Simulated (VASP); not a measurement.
# GaN: single point with PBEsol

Crystal: GaN.

```
Ga N
1.0
     3.18282    0.00000    0.00000
    -1.59141    2.75641    0.00000
     0.00000    0.00000    5.18569
Ga N
2 2
Direct
  0.33333 0.66667 0.98169
  0.66667 0.33333 0.48169
  0.33333 0.66667 0.39531
  0.66667 0.33333 0.89531
```

This cell differs from its parent crystal: atoms moved along the polar distortion.

```
Program             : VASP 6.6.1
Task                : single point
Functional          : PBEsol
Potentials or basis : VASP PAW PBE potentials, release 64 (Ga_d, N)
Cutoff              : 520 eV
k mesh              : 15 × 15 × 8
Occupations         : gaussian, width 0.01 eV
Spin                : no spin polarisation
```

- Pressure: 2.5 GPa
- Largest force: 1.248 eV/Å
- Band gap on the k mesh: 1.72 eV

Forces in eV/Å, atoms in the order of the input:
```
Ga   0.000  0.000  1.248
Ga   0.000  0.000  1.248
N    0.000  0.000 -1.248
N    0.000  0.000 -1.248
```

Stress tensor (GPa, compression positive):
```
 6.74  0.00  0.00
 0.00  6.74  0.00
 0.00  0.00 -5.90
```

Levels at points of the mesh, in eV from the valence-band top:
```
           k point  band 14  band 15  band 16  band 17  band 18  band 19  band 20  band 21  band 22  band 23
(0.00, 0.00, 0.00)    -1.31    -1.31    -0.43    -0.43     0.00     1.72     3.68     8.95     9.56     9.56
(0.00, 0.00, 0.50)    -3.76    -0.87    -0.87    -0.87    -0.87     3.96     3.96     7.94     7.94    10.02
```

Wall time 4.2 min on 1 thread of Intel Xeon 8259CL, on a shared host, peak memory 0.26 GiB.

Caveat: the cell differs from its parent crystal (atoms moved along the polar distortion); the stress differs along the axes, from -6 to 7 GPa; the PAW data sets were made with another functional, which shifts forces and pressure a little. A k mesh can miss the band edges.
